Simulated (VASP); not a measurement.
# Be3Se2O (P6mm) in VASP: further runs

Be3Se2O is run at these levels: PBE; tasks: single point, relaxation of cell and atoms.

Everything below comes from runs of VASP 6.6.1. Logs are shortened: lines on timing, memory, paths and dates and some standing lists are left out, and cuts for length are marked.

### Step 1. The cell of the first run

It takes space group P6mm (No. 183, hexagonal). Conventional cell: a = 4.530 Å, b = 4.530 Å, c = 5.251 Å, α = 90.00°, β = 90.00°, γ = 120.00°. Within 3.0 Å of Be (site symmetry 2mm) lie 4 Be at 2.26 Å and 2 O at 2.27 Å and 4 Se at 2.87 to 3.00 Å. Within 3.4 Å of Se (site symmetry 3m) lie 3 Se at 2.62 Å and 6 Be at 2.87 to 3.00 Å. O (site symmetry 6mm) has 6 Be at 2.27 Å within 3.0 Å.

The cell was built from a structure type or drawn by symmetry, and may not be a known phase.

### Step 2. Single point, PBE

INCAR

```
SYSTEM = Be3Se2O
ALGO     = Normal         ! electronic algorithm
EDIFF    = 1E-6           ! SCF threshold, eV
ENCUT    = 520            ! plane-wave cutoff, eV
GGA      = PE             ! functional
ISIF     = 2              ! what is computed and relaxed
ISMEAR   = 0              ! smearing method
LASPH    = .True.         ! aspherical terms in the spheres
LCHARG   = .True.         ! write CHGCAR
LELF     = .True.         ! ELF
LREAL    = .False.        ! projectors in reciprocal space
LVHAR    = .True.       
LWAVE    = .False.        ! write WAVECAR
NBANDS   = 21             ! bands
NELM     = 100            ! most SCF steps
PREC     = Accurate       ! precision mode
SIGMA    = 0.1            ! smearing width, eV
```

KPOINTS

```
k-points
0
Gamma
  6 6 4
  0 0 0
```

POSCAR

```
Be3Se2O
1.0
    4.5296885100      0.0000000000      0.0000000000
   -2.2648442500      3.9228253200      0.0000000000
    0.0000000000      0.0000000000      5.2514369900
Be Se O
3 2 1
Direct
    0.5000000000      0.0000000000      0.7561486800
    0.0000000000      0.5000000000      0.7561486800
    0.5000000000      0.5000000000      0.7561486800
    0.3333333300      0.6666666700      0.2423220100
    0.6666666700      0.3333333300      0.2423220100
    0.0000000000      0.0000000000      0.7155707100
```

Potentials or basis: VASP PAW PBE potentials, release 64 (Be, Se, O).

Started as:

```sh
$ cat potpaw_PBE.64/Be/POTCAR potpaw_PBE.64/Se/POTCAR potpaw_PBE.64/O/POTCAR > POTCAR
$ mpirun -np 1 vasp_std > vasp.out
```

OUTCAR:

```text
SYSTEM = Be3Se2O
   EDIFF = 1E-6
   ENCUT = 520
   GGA = PE
   ISIF = 2
   ISMEAR = 0
   LASPH = .True.
   LREAL = .False.
   NELM = 100
   PREC = Accurate

 ion  position               nearest neighbor table
   1  0.500  0.000  0.756-   3 2.26   3 2.26   2 2.26   2 2.26
   2  0.000  0.500  0.756-   3 2.26   3 2.26   1 2.26   1 2.26
   3  0.500  0.500  0.756-   1 2.26   1 2.26   2 2.26   2 2.26
   4  0.333  0.667  0.242-   5 2.62   5 2.62   5 2.62
   5  0.667  0.333  0.242-   4 2.62   4 2.62   4 2.62
   6  0.000  0.000  0.716-

  LATTYP: Found a hexagonal cell.
 ALAT       =     4.5296885100
 C/A-ratio  =     1.1593373316

  Lattice vectors:

 A1 = (   4.5296885100,   0.0000000000,   0.0000000000)
 A2 = (  -2.2648442500,   3.9228253200,   0.0000000000)
 A3 = (   0.0000000000,   0.0000000000,   5.2514369900)

Analysis of symmetry for initial positions (statically):
=====================================================================
 Subroutine PRICEL returns:
 Original cell was already a primitive cell.

 Routine SETGRP: Setting up the symmetry group for a
 hexagonal supercell.

 Subroutine GETGRP returns: Found 12 space group operations
 (whereof 12 operations were pure point group operations)
 out of a pool of 24 trial point group operations.

The static configuration has the point symmetry C_6v.

Analysis of symmetry for dynamics (positions and initial velocities):
=====================================================================
 Subroutine PRICEL returns:
 Original cell was already a primitive cell.

 Routine SETGRP: Setting up the symmetry group for a
 hexagonal supercell.

 Subroutine GETGRP returns: Found 12 space group operations
 (whereof 12 operations were pure point group operations)
 out of a pool of 24 trial point group operations.

The dynamic configuration has the point symmetry C_6v.

 Subroutine INISYM returns: Found 12 space group operations
 (whereof 12 operations are pure point group operations),
 and found     1 'primitive' translations

----------------------------------------------------------------------------------------

                                     Primitive cell

  volume of cell :      93.3137

  direct lattice vectors                    reciprocal lattice vectors
     4.529688510  0.000000000  0.000000000     0.220765732  0.127459155  0.000000000
    -2.264844250  3.922825320  0.000000000     0.000000000  0.254918310  0.000000000
     0.000000000  0.000000000  5.251436990     0.000000000  0.000000000  0.190424069

  length of vectors
     4.529688510  4.529688507  5.251436990     0.254918310  0.254918310  0.190424069

  position of ions in fractional coordinates (direct lattice)
     0.500000000  0.000000000  0.756148680
     0.000000000  0.500000000  0.756148680
     0.500000000  0.500000000  0.756148680
     0.333333330  0.666666670  0.242322010
     0.666666670  0.333333330  0.242322010
     0.000000000  0.000000000  0.715570710

  ion indices of the primitive-cell ions
   primitive index   ion index
                 1           1
                 2           2
                 3           3
                 4           4
                 5           5
                 6           6

----------------------------------------------------------------------------------------

 KPOINTS: k-points

Automatic generation of k-mesh.
 Grid dimensions read from file:
 generate k-points for:    6    6    4

 Generating k-lattice:

  Cartesian coordinates                     Fractional coordinates (reciprocal lattice)
     0.036794289  0.021243192  0.000000000     0.166666667  0.000000000  0.000000000
     0.000000000  0.042486385  0.000000000     0.000000000  0.166666667  0.000000000
     0.000000000  0.000000000  0.047606017     0.000000000  0.000000000  0.250000000

  Length of vectors
     0.042486385  0.042486385  0.047606017

  Shift w.r.t. Gamma in fractional coordinates (k-lattice)
     0.000000000  0.000000000  0.000000000

 Subroutine IBZKPT returns following result:
 ===========================================

 Found     21 irreducible k-points:

 Following reciprocal coordinates:
            Coordinates               Weight
  0.000000  0.000000  0.000000      1.000000
  0.166667  0.000000  0.000000      6.000000
  0.333333  0.000000  0.000000      6.000000
  0.500000  0.000000  0.000000      3.000000
  0.166667  0.166667  0.000000      6.000000
  0.333333  0.166667  0.000000     12.000000
[... 13 lines left out ...]
  0.333333  0.166667  0.500000     12.000000
  0.333333  0.333333  0.500000      2.000000
   k-points           NKPTS =     21   k-points in BZ     NKDIM =     21   number of bands    NBANDS=     21
   number of dos      NEDOS =    301   number of ions     NIONS =      6
   total plane-waves  NPLWV =  51840
   dimension x,y,z NGX =    36 NGY =   36 NGZ =   40
   dimension x,y,z NGXF=    72 NGYF=   72 NGZF=   80
   ions per type =               3   2   1
   NGX,Y,Z   is equivalent  to a cutoff of  13.21, 13.21, 12.66 a.u.
   NGXF,Y,Z  is equivalent  to a cutoff of  26.43, 26.43, 25.33 a.u.
 SYSTEM =  Be3Se2O
   PREC   = accura    normal or accurate (medium, high low for compatibility)
   ISTART =      0    job   : 0-new  1-cont  2-samecut
   ICHARG =      2    charge: 1-file 2-atom 10-const
   ISPIN  =      1    spin polarized calculation?
   LNONCOLLINEAR =      F non collinear calculations
   LSORBIT =      F    spin-orbit coupling
   LASPH  =      T    aspherical Exc in radial PAW
   ENCUT  =  520.0 eV  38.22 Ry    6.18 a.u.   8.42  8.42  9.76*2*pi/ulx,y,z
   NELM   =    100;   NELMIN=  2; NELMDL= -5     # of ELM steps
   EDIFF  = 0.1E-05   stopping-criterion for ELM
   LREAL  =      F    real-space projection
   EDIFFG = 0.1E-04   stopping-criterion for IOM
   NSW    =      0    number of steps for IOM
   IBRION =     -1    ionic relax: 0-MD 1-quasi-New 2-CG
   NFREE  =      0    steps in history (QN), initial steepest desc. (CG)
   ISIF   =      2    stress and relaxation
   ISYM   =      2    0-nonsym 1-usesym 2-fastsym
   POTIM  = 0.5000    time-step for ionic-motion
   TEBEG  =    0.0;   TEEND  =   0.0 temperature during run
   PSTRESS=    0.0 pullay stress
   NELECT =      24.0000    total number of electrons
   NUPDOWN=      -1.0000    fix difference up-down
   EMIN   =  10.00;   EMAX   =-10.00  energy-range for DOS
   EFERMI =   0.00;   METHOD = LEGACY
   ISMEAR =     0;   SIGMA  =   0.10  broadening in eV -4-tet -1-fermi 0-gaus
   EFERMI_NEDOS =   21; number of points for ismear=-14 and -15
   IALGO  =     38    algorithm
   IMIX   =      4    mixing-type and parameters
     AMIX     =   0.40;   BMIX     =  1.00
     AMIX_MAG =   1.60;   BMIX_MAG =  1.00
  volume/ion in A,a.u.               =      15.55       104.95
  Fermi-wavevector in a.u.,A,eV,Ry     =   1.041110  1.967413 14.747501  1.083911
  Thomas-Fermi vector in A             =   2.175716
   LORBIT       =      0    0 simple, 1 ext, 2 COOP (PROOUT), +10 PAW based schemes
   GGA     = PE    functional components
   LHFCALC =     F    Hartree Fock is set to
   AEXX    =    0.0000 exact exchange contribution
   IVDW    =     0    specifies the selected vdW correction
   LEPSILON=     F    determine dielectric tensor
   LRPA    =     F    only Hartree local field effects (RPA)
 non-spin polarized calculation
 Gauss-broadening in eV      SIGMA  =   0.10
  energy-cutoff  :      520.00
  volume of cell :       93.31
 maximum number of plane-waves:      2545
 NGX is ok and might be reduce to    36
   NGX = 17   NGY = 17   NGZ = 19

 number of electron      24.0000004 magnetization

 Free energy of the ion-electron system (eV)
  ---------------------------------------------------
  ext. energy  EPLUGINS =         0.00000000
  ---------------------------------------------------
  free energy    TOTEN  =       -21.38894628 eV

  energy without entropy =      -21.36368587  energy(sigma->0) =      -21.37631607

 E-fermi :   3.7388     XC(G=0):  -9.4710

 val. band max:        3.7251655159   @ k =   0.1667   0.1667   0.5000
 cond. band min:       3.7735764168   @ k =   0.3333   0.1667   0.5000
 fundamental gap:      0.0484109009
 Fermi energy:         3.7388488584

 k-point     1 :       0.0000    0.0000    0.0000
  band No.  band energies     occupation
      1     -13.4427      2.00000
      2     -11.7693      2.00000
      3      -7.0085      2.00000
      4      -2.2824      2.00000
      5      -1.2766      2.00000
      6      -1.2766      2.00000
[... 13 lines left out ...]
     20       9.4784      0.00000
     21       9.4784      0.00000

 k-point     2 :       0.1667    0.0000    0.0000
  band No.  band energies     occupation
      1     -13.4215      2.00000
      2     -11.6099      2.00000
      3      -7.5648      2.00000
      4      -2.0751      2.00000
      5      -1.6009      2.00000
      6      -1.2730      2.00000
[... 13 lines left out ...]
     20       9.6069      0.00000
     21       9.6542      0.00000

 k-point     3 :       0.3333    0.0000    0.0000
  band No.  band energies     occupation
      1     -13.3835      2.00000
      2     -11.1535      2.00000
      3      -8.6539      2.00000
      4      -2.0223      2.00000
      5      -1.6697      2.00000
      6      -1.4443      2.00000
[... 13 lines left out ...]
     20       9.9378      0.00000
     21      10.6885      0.00000
[... 385 lines left out ...]
 k-point    20 :       0.3333    0.1667    0.5000
  band No.  band energies     occupation
      1     -13.3603      2.00000
      2     -10.7048      2.00000
      3      -9.2861      2.00000
      4      -3.0825      2.00000
      5      -2.3388      2.00000
      6      -1.7895      2.00000
[... 13 lines left out ...]
     20      10.0943      0.00000
     21      10.4761      0.00000

 k-point    21 :       0.3333    0.3333    0.5000
  band No.  band energies     occupation
      1     -13.3567      2.00000
      2     -10.0455      2.00000
      3     -10.0455      2.00000
      4      -2.6505      2.00000
      5      -2.6145      2.00000
      6      -2.6145      2.00000
[... 13 lines left out ...]
     20       9.2277      0.00000
     21      10.4486      0.00000

------------------------ aborting loop because EDIFF is reached ----------------------------------------

  FORCE on cell =-STRESS in cart. coord.  units (eV):
  Direction    XX          YY          ZZ          XY          YZ          ZX
  --------------------------------------------------------------------------------------
  -------------------------------------------------------------------------------------
  Total       -4.9086033     -4.9086033     -1.6712258     -0.0000000     -0.0000000     -0.0000000
  in kB      -84.2797138    -84.2797137    -28.6946047     -0.0000001     -0.0000000     -0.0000000
  external PRESSURE =     -65.7513441 kB  Pullay stress =       0.0000000 kB

 VOLUME and BASIS-vectors are now :
 -----------------------------------------------------------------------------
  energy-cutoff  :      520.00
  volume of cell :       93.31
      direct lattice vectors                 reciprocal lattice vectors
     4.529688510  0.000000000  0.000000000     0.220765732  0.127459155  0.000000000
    -2.264844250  3.922825320  0.000000000     0.000000000  0.254918310  0.000000000
     0.000000000  0.000000000  5.251436990     0.000000000  0.000000000  0.190424069

 POSITION                                       TOTAL-FORCE (eV/Angst)
 -----------------------------------------------------------------------------------
      2.26484      0.00000      3.97087        -0.000000     -0.000000     -0.255265
     -1.13242      1.96141      3.97087        -0.000000     -0.000000     -0.255265
      1.13242      1.96141      3.97087        -0.000000     -0.000000     -0.255265
     -0.00000      2.61522      1.27254        -0.000000      0.000000      0.043890
      2.26484      1.30761      1.27254         0.000000     -0.000000      0.043890
      0.00000      0.00000      3.75777        -0.000000     -0.000000      0.678015
 -----------------------------------------------------------------------------------
    total drift:                               -0.000000     -0.000000     -0.000172

  FREE ENERGIE OF THE ION-ELECTRON SYSTEM (eV)
  ---------------------------------------------------
  free  energy   TOTEN  =       -21.3889462754 eV

  energy  without entropy=      -21.3636858676  energy(sigma->0) =      -21.37631607
```

Wall time 22 s (1 thread of Intel Xeon 6975P-C (Granite Rapids), shared host); peak memory 0.23 GiB.

What came out:

```
Free energy            : -21.3889 eV
Pressure               : -6.6 GPa
Largest force          : 0.678 eV/Å
Band gap on the k mesh : zero (bands 12 and 13 overlap by 1.68 eV)
```

Forces on the atoms (eV/Å):
```
Be   0.000  0.000 -0.255
Be   0.000  0.000 -0.255
Be   0.000  0.000 -0.255
Se   0.000  0.000  0.044
Se   0.000  0.000  0.044
O    0.000  0.000  0.678
```

Stress tensor (GPa, compression positive):
```
-8.43  0.00  0.00
 0.00 -8.43  0.00
 0.00  0.00 -2.87
```

Caveat: the cell stands under tension.

### Step 3. Relaxation of cell and atoms, PBE

INCAR

```
PREC = Accurate ; ENCUT = 600
EDIFF = 1E-6 ; ISMEAR = 0
SIGMA = 0.1 ; LREAL = False
LASPH = True ; NELM = 60
ALGO = Normal ; ISIF = 3
LWAVE = False ; LCHARG = False
GGA = PE ; IBRION = 2
NSW = 90 ; EDIFFG = -0.04
```

KPOINTS

```
Automatic mesh
0
Gamma
  6 6 4
```

POSCAR is that of step 2.

Potentials or basis: VASP PAW PBE potentials, release 64 (Be, Se, O).

Started as:

```sh
$ cat potpaw_PBE.64/Be/POTCAR potpaw_PBE.64/Se/POTCAR potpaw_PBE.64/O/POTCAR > POTCAR
$ mpirun -np 1 vasp_std > vasp.out
```

It took 2 min on 1 thread of Intel Xeon 6975P-C (Granite Rapids), shared host; peak memory 0.25 GiB.

It converged, with:

```yaml
Free_energy: -21.8005 eV
Relaxed_volume: 15.21 Å³/atom
Relaxed_cell: a = 4.272 Å, b = 4.272 Å, c = 5.772 Å, α = 90.00°, β = 90.00°, γ = 120.00°
Space_group_after_relaxing_to_0.1_Å: P6/mmm (No. 191)
Energy_gained_by_relaxing: 68.4 meV/atom
Ionic_steps: 11
Pressure_after_relaxing: -0.1 GPa
Largest_force_after_relaxing: 0.037 eV/Å
Band_gap_on_the_k_mesh: zero (bands 12 and 13 overlap by 1.43 eV)
```

Forces on the atoms (eV/Å):
```
Be   0.000  0.000 -0.013
Be   0.000  0.000 -0.013
Be   0.000  0.000 -0.013
Se   0.000  0.000  0.001
Se   0.000  0.000  0.001
O    0.000  0.000  0.037
```

Stress tensor (GPa, compression positive):
```
-0.16  0.00  0.00
 0.00 -0.16  0.00
 0.00  0.00  0.10
```

Step by step:
| step | energy change (eV) | largest force (eV/Å) | pressure (GPa) | volume (Å³) |
| --- | --- | --- | --- | --- |
| 1 | 0.0000 | 0.6781 | -6.60 | 93.31 |
| 2 | -0.2744 | 0.6068 | -0.18 | 84.91 |
| 3 | -0.2806 | 0.5907 | 1.03 | 83.67 |
| 4 | -0.3216 | 0.4334 | 1.13 | 84.06 |
| 5 | -0.3781 | 0.0975 | 1.86 | 85.16 |
| 6 | -0.3901 | 0.1562 | -0.86 | 88.78 |
| 7 | -0.3922 | 0.1400 | -0.12 | 87.75 |
| 8 | -0.4016 | 0.0975 | -0.11 | 88.49 |
| 9 | -0.4098 | 0.0409 | 0.25 | 90.68 |
| 10 | -0.4099 | 0.0331 | -0.37 | 91.78 |
| 11 | -0.4103 | 0.0367 | -0.07 | 91.25 |

Final structure:
```xyz
6
Lattice="4.2723 0.0000 0.0000 -2.1361 3.6999 0.0000 0.0000 0.0000 5.7725" Properties=species:S:1:pos:R:3 pbc="T T T"
Be    2.1361    0.0000    4.3015
Be   -1.0681    1.8500    4.3015
Be    1.0681    1.8500    4.3015
Se    0.0000    2.4666    1.4130
Se    2.1361    1.2333    1.4130
O     0.0000    0.0000    4.2925
```

Levels at points of the mesh, in eV from the Fermi level:
| k point | band 10 | band 11 | band 12 | band 13 | band 14 | band 15 |
| --- | --- | --- | --- | --- | --- | --- |
| (0.00, 0.00, 0.00) | -2.16 | -1.68 | -0.17 | -0.17 | 0.04 | 3.90 |
| (0.50, 0.00, 0.00) | -2.85 | -1.94 | -0.11 | 2.02 | 2.78 | 3.25 |
| (0.00, 0.00, 0.50) | -2.44 | -1.50 | -0.26 | -0.26 | 1.16 | 1.37 |
| (0.50, 0.00, 0.50) | -2.39 | -0.12 | 0.86 | 1.10 | 2.00 | 2.37 |
